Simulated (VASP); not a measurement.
# TiTe2 (pbesol.b) (P-3m1) in VASP: vibrations by perturbation theory with PBEsol

Aim: the vibrations by perturbation theory of TiTe2 (pbesol.b) with PBEsol.

Program: VASP 6.6.1. These are calculated values, not measurements. Logs are shortened: lines on timing, memory, paths and dates and some standing lists are left out, and cuts for length are marked.

### Step 1. The cell of the first run

Symmetry: P-3m1, No. 164, trigonal system. The conventional cell has a = 3.696 Å, b = 3.696 Å, c = 6.448 Å, α = 90.00°, β = 90.00°, γ = 120.00°. Within 3.6 Å of Ti (site symmetry -3m) lie 6 Te at 2.74 Å. Within 3.6 Å of Te (site symmetry 3m) lie 3 Ti at 2.74 Å.

### Step 2. Vibrations by perturbation theory, PBEsol

INCAR

```
PREC = Accurate
ENCUT = 520
EDIFF = 1E-8
ISMEAR = -1
SIGMA = 0.15
LREAL = F
LASPH = T
NELM = 100
ALGO = Normal
ISIF = 2
LWAVE = F
LCHARG = F
GGA = PS
IBRION = 8
NSW = 1
```

KPOINTS

```
Automatic mesh
0
Gamma
  15 15 8
```

POSCAR

```
TiTe2
1.0
    3.6964541253      0.0000000000      0.0000000000
   -1.8482270626      3.2012231765      0.0000000000
    0.0000000000      0.0000000000      6.4481092371
Ti Te
1 2
Direct
    0.0000000000      0.0000000000      0.0000000000
    0.6666666667      0.3333333333      0.2673742384
    0.3333333333      0.6666666667      0.7326257616
```

Potentials or basis: VASP PAW PBE potentials, release 64 (Ti_sv, Te).

Launch:

```sh
$ cat potpaw_PBE.64/Ti_sv/POTCAR potpaw_PBE.64/Te/POTCAR > POTCAR
$ mpirun -np 1 vasp_std > vasp.out
```

OUTCAR:

```text
PREC = Accurate
   ENCUT = 520
   EDIFF = 1E-8
   ISMEAR = -1
   LREAL = F
   LASPH = T
   NELM = 100
   ISIF = 2
   GGA = PS
   IBRION = 8
   NSW = 1

 ion  position               nearest neighbor table
   1  0.000  0.000  0.000-   2 2.74   3 2.74   2 2.74   3 2.74   2 2.74   3 2.74
   2  0.667  0.333  0.267-   1 2.74   1 2.74   1 2.74   3 3.68   3 3.68   3 3.68
   3  0.333  0.667  0.733-   1 2.74   1 2.74   1 2.74   2 3.68   2 3.68   2 3.68

  LATTYP: Found a hexagonal cell.
 ALAT       =     3.6964541253
 C/A-ratio  =     1.7444039662

  Lattice vectors:

 A1 = (   3.6964541253,   0.0000000000,   0.0000000000)
 A2 = (  -1.8482270626,   3.2012231765,   0.0000000000)
 A3 = (   0.0000000000,   0.0000000000,   6.4481092371)

Analysis of symmetry for initial positions (statically):
=====================================================================
 Subroutine PRICEL returns:
 Original cell was already a primitive cell.

 Routine SETGRP: Setting up the symmetry group for a
 hexagonal supercell.

 Subroutine GETGRP returns: Found 12 space group operations
 (whereof 12 operations were pure point group operations)
 out of a pool of 24 trial point group operations.

The static configuration has the point symmetry D_3d.

Analysis of symmetry for dynamics (positions and initial velocities):
=====================================================================
 Subroutine PRICEL returns:
 Original cell was already a primitive cell.

 Routine SETGRP: Setting up the symmetry group for a
 hexagonal supercell.

 Subroutine GETGRP returns: Found 12 space group operations
 (whereof 12 operations were pure point group operations)
 out of a pool of 24 trial point group operations.

The dynamic configuration has the point symmetry D_3d.

 Subroutine INISYM returns: Found 12 space group operations
 (whereof 12 operations are pure point group operations),
 and found     1 'primitive' translations

----------------------------------------------------------------------------------------

                                     Primitive cell

  volume of cell :      76.3016

  direct lattice vectors                    reciprocal lattice vectors
     3.696454125  0.000000000  0.000000000     0.270529531  0.156190297  0.000000000
    -1.848227063  3.201223177  0.000000000     0.000000000  0.312380595  0.000000000
     0.000000000  0.000000000  6.448109237     0.000000000  0.000000000  0.155084221

  length of vectors
     3.696454125  3.696454125  6.448109237     0.312380595  0.312380595  0.155084221

  position of ions in fractional coordinates (direct lattice)
     0.000000000  0.000000000  0.000000000
     0.666666667  0.333333333  0.267374238
     0.333333333  0.666666667  0.732625762

  ion indices of the primitive-cell ions
   primitive index   ion index
                 1           1
                 2           2
                 3           3

----------------------------------------------------------------------------------------

 KPOINTS: Automatic mesh

Automatic generation of k-mesh.
 Grid dimensions read from file:
 generate k-points for:   15   15    8

 Generating k-lattice:

  Cartesian coordinates                     Fractional coordinates (reciprocal lattice)
     0.018035302  0.010412686  0.000000000     0.066666667 -0.000000000  0.000000000
     0.000000000  0.020825373  0.000000000     0.000000000  0.066666667  0.000000000
     0.000000000  0.000000000  0.019385528     0.000000000  0.000000000  0.125000000

  Length of vectors
     0.020825373  0.020825373  0.019385528

  Shift w.r.t. Gamma in fractional coordinates (k-lattice)
     0.000000000  0.000000000  0.000000000

 Subroutine IBZKPT returns following result:
 ===========================================

 Found    192 irreducible k-points:

 Following reciprocal coordinates:
            Coordinates               Weight
  0.000000  0.000000  0.000000      1.000000
  0.066667  0.000000  0.000000      6.000000
  0.133333  0.000000  0.000000      6.000000
[... 34 lines left out ...]
   ISPIN  =      1    spin polarized calculation?
   LNONCOLLINEAR =      F non collinear calculations
   LSORBIT =      F    spin-orbit coupling
   LASPH  =      T    aspherical Exc in radial PAW
   ENCUT  =  520.0 eV  38.22 Ry    6.18 a.u.   6.87  6.87 11.99*2*pi/ulx,y,z
   NELM   =    100;   NELMIN=  2; NELMDL= -5     # of ELM steps
   EDIFF  = 0.1E-07   stopping-criterion for ELM
   LREAL  =      F    real-space projection
   EDIFFG = 0.1E-06   stopping-criterion for IOM
   NSW    =      1    number of steps for IOM
   IBRION =      8    ionic relax: 0-MD 1-quasi-New 2-CG
   NFREE  =      0    steps in history (QN), initial steepest desc. (CG)
   ISIF   =      2    stress and relaxation
   ISYM   =      2    0-nonsym 1-usesym 2-fastsym
   POTIM  = 0.5000    time-step for ionic-motion
   TEBEG  =    0.0;   TEEND  =   0.0 temperature during run
   PSTRESS=    0.0 pullay stress
   NELECT =      24.0000    total number of electrons
   NUPDOWN=      -1.0000    fix difference up-down
   EMIN   =  10.00;   EMAX   =-10.00  energy-range for DOS
   EFERMI =   0.00;   METHOD = LEGACY
   ISMEAR =    -1;   SIGMA  =   0.15  broadening in eV -4-tet -1-fermi 0-gaus
   EFERMI_NEDOS =   21; number of points for ismear=-14 and -15
   IALGO  =     38    algorithm
   IMIX   =      4    mixing-type and parameters
     AMIX     =   0.40;   BMIX     =  1.00
     AMIX_MAG =   1.60;   BMIX_MAG =  1.00
  volume/ion in A,a.u.               =      25.43       171.64
  Fermi-wavevector in a.u.,A,eV,Ry     =   1.113356  2.103938 16.865257  1.239561
  Thomas-Fermi vector in A             =   2.249940
   LORBIT       =      0    0 simple, 1 ext, 2 COOP (PROOUT), +10 PAW based schemes
   GGA     = PS    functional components
   LHFCALC =     F    Hartree Fock is set to
   AEXX    =    0.0000 exact exchange contribution
   IVDW    =     0    specifies the selected vdW correction
   LEPSILON=     F    determine dielectric tensor
   LRPA    =     F    only Hartree local field effects (RPA)
 non-spin polarized calculation
  energy-cutoff  :      520.00
  volume of cell :       76.30
 maximum number of plane-waves:      2082
   NGX = 13   NGY = 13   NGZ = 23

--------------------------------------- Ionic step        1  -------------------------------------------

 number of electron      24.0000001 magnetization

 Free energy of the ion-electron system (eV)
  ---------------------------------------------------
  ext. energy  EPLUGINS =         0.00000000
  ---------------------------------------------------
  free energy    TOTEN  =       -17.59302223 eV

  energy without entropy =      -17.48137192  energy(sigma->0) =      -17.53719708

 E-fermi :   7.2947     XC(G=0): -10.2511

 val. band max:        7.2921629378   @ k =   0.4667   0.0000   0.0000
 cond. band min:       7.2952947610   @ k =   0.1333   0.0000   0.0000
 fundamental gap:      0.0031318233
 Fermi energy:         7.2947127085

 k-point     1 :       0.0000    0.0000    0.0000
  band No.  band energies     occupation
      1     -49.7772      2.00000
      2     -26.1435      2.00000
      3     -26.1435      2.00000
      4     -26.1140      2.00000
      5      -5.4042      2.00000
      6      -3.7874      2.00000
[... 433 lines left out ...]
      3     -26.1682      2.00000
      4     -26.0999      2.00000
      5      -3.2892      2.00000
      6      -3.1161      2.00000
[... 8 lines left out ...]
     15       8.8822      0.00005
     16       9.6455      0.00000

 [... further k-points ...]
[... 5 lines left out ...]
  --------------------------------------------------------------------------------------
  -------------------------------------------------------------------------------------
  Total        0.0230349      0.0230349      0.0343347      0.0000000     -0.0000000     -0.0000000
  in kB        0.4836848      0.4836848      0.7209583      0.0000000     -0.0000000     -0.0000000
  external PRESSURE =       0.5627760 kB  Pullay stress =       0.0000000 kB

 VOLUME and BASIS-vectors are now :
 -----------------------------------------------------------------------------
  energy-cutoff  :      520.00
  volume of cell :       76.30
      direct lattice vectors                 reciprocal lattice vectors
     3.696454125  0.000000000  0.000000000     0.270529531  0.156190297  0.000000000
    -1.848227063  3.201223177  0.000000000     0.000000000  0.312380595  0.000000000
     0.000000000  0.000000000  6.448109237     0.000000000  0.000000000  0.155084221

 POSITION                                       TOTAL-FORCE (eV/Angst)
 -----------------------------------------------------------------------------------
      0.00000      0.00000      0.00000         0.000000      0.000000      0.000000
      1.84823      1.06707      1.72406        -0.000000      0.000000      0.019750
     -0.00000      2.13415      4.72405         0.000000     -0.000000     -0.019750
 -----------------------------------------------------------------------------------
    total drift:                                0.000000      0.000000     -0.000000

  FREE ENERGIE OF THE ION-ELECTRON SYSTEM (eV)
  ---------------------------------------------------
  free  energy   TOTEN  =       -17.5930222349 eV

  energy  without entropy=      -17.4813719198  energy(sigma->0) =      -17.53719708

[... ionic steps 2 to 3 ...]

--------------------------------------- Ionic step        4  -------------------------------------------

------------------------ aborting loop because EDIFF is reached ----------------------------------------
[... 11 lines left out ...]
[... ionic steps 8 to 8 ...]

--------------------------------------- Ionic step        9  -------------------------------------------

 Free energy of the ion-electron system (eV)
  ---------------------------------------------------
  ---------------------------------------------------
  free energy    TOTEN  =        -0.06411303 eV

  energy without entropy =       -0.06409821

------------------------ aborting loop because EDIFF is reached ----------------------------------------

 INTERNAL STRAIN TENSOR  FOR ION    2  DIRECTION 3   (eV/Angst):
 -----------------------------------------------------------------------------
    -6.68277 -0.00000  0.00000
    -0.00000 -6.68277 -0.00000
    -0.00000  0.00000-12.44046

 INTERNAL STRAIN TENSOR FOR ION    3 for displacements in x,y,z  (eV/Angst):
          X           Y           Z          XY          YZ          ZX
  --------------------------------------------------------------------------------
  x     0.00000    -0.00000    -0.00000     2.06310     0.00000     5.93027
  y     2.06310    -2.06310     0.00000    -0.00000     7.05554     0.00000
  z     6.68277     6.68277    12.44046     0.00000     0.00000     0.00000

 SECOND DERIVATIVES (NOT SYMMETRIZED)
 ------------------------------------
               1X          1Y          1Z          2X          2Y          2Z          3X          3Y          3Z
  1X    -5.151883   -0.000000    0.000000    2.575942    0.000000    0.000000    2.575942    0.000000    0.000000
  1Y    -0.000000   -5.151883    0.000000    0.000000    2.575942    0.000000    0.000000    2.575942    0.000000
  1Z    -0.000000   -0.000000  -11.401683    0.000000   -0.000000    5.700841    0.000000   -0.000000    5.700841
  2X     2.554004    0.000000   -0.000000   -3.634245   -0.000000    0.000000    1.080241    0.000000    0.000000
  2Y     0.000000    2.554004    0.000000   -0.000000   -3.634245    0.000000    0.000000    1.080241   -0.000000
  2Z     0.000000    0.000000    5.684062   -0.000000    0.000000   -7.713369    0.000000    0.000000    2.029306
  3X     2.554004    0.000000   -0.000000    1.080241    0.000000    0.000000   -3.634245   -0.000000    0.000000
  3Y     0.000000    2.554004    0.000000    0.000000    1.080241   -0.000000   -0.000000   -3.634245    0.000000
  3Z     0.000000    0.000000    5.684062    0.000000    0.000000    2.029306   -0.000000    0.000000   -7.713369

 Eigenvectors and eigenvalues of the dynamical matrix
 ----------------------------------------------------

   1 f  =    8.311808 THz    52.224631 2PiTHz  277.252076 cm-1    34.374861 meV
             X         Y         Z           dx          dy          dz
      0.000000  0.000000  0.000000     0.000000    0.000000    0.917831
      1.848227  1.067074  1.724058     0.000000    0.000000   -0.280701
     -0.000000  2.134149  4.724051    -0.000000   -0.000000   -0.280701
[... 43 lines left out ...]
   9 f/i=    0.008685 THz     0.054569 2PiTHz    0.289700 cm-1     0.035918 meV
             X         Y         Z           dx          dy          dz
      0.000000  0.000000  0.000000    -0.092130   -0.385172   -0.000000
      1.848227  1.067074  1.724058    -0.151044   -0.631477   -0.000000
     -0.000000  2.134149  4.724051    -0.151044   -0.631477   -0.000000

--------------------------------------------------------------------------------------------------------

 ELASTIC MODULI CONTR FROM IONIC RELAXATION (kBar)
 Direction    XX          YY          ZZ          XY          YZ          ZX
 --------------------------------------------------------------------------------
 XX        -230.4198   -154.5897   -358.3616     -0.0000   -129.6648     -0.0000
 YY        -154.5897   -230.4198   -358.3616     -0.0000    129.6648      0.0000
 ZZ        -358.3616   -358.3616   -667.1160     -0.0000     -0.0000     -0.0000
 XY          -0.0000     -0.0000     -0.0000    -37.9150      0.0000   -108.9850
 YZ        -129.6648    129.6648     -0.0000      0.0000   -443.4378     -0.0000
 ZX          -0.0000      0.0000     -0.0000   -108.9850     -0.0000   -313.2725
 --------------------------------------------------------------------------------
```

Run time: 1.6 h. Hardware: 1 thread of Intel Xeon Platinum 8259CL at 2.50GHz (Skylake/Cascade Lake), shared host; peak memory 2.1 GiB.

What came out:

```
Highest phonon frequency at Γ, LO-TO splitting left out : 277 cm⁻¹
```

Phonon frequencies in cm⁻¹ (negative: imaginary):
```csv
q point,frequencies
"(0.000, 0.000, 0.000)",0 0 0 100 100 144 186 186 277
```

Caveat: the PAW data sets were made with another functional, which shifts forces and pressure a little; spin-orbit coupling is left out, which moves the levels of the heavy elements; this functional lacks dispersion, which binds the layers, so the pressure and a relaxed spacing across them are unreliable.
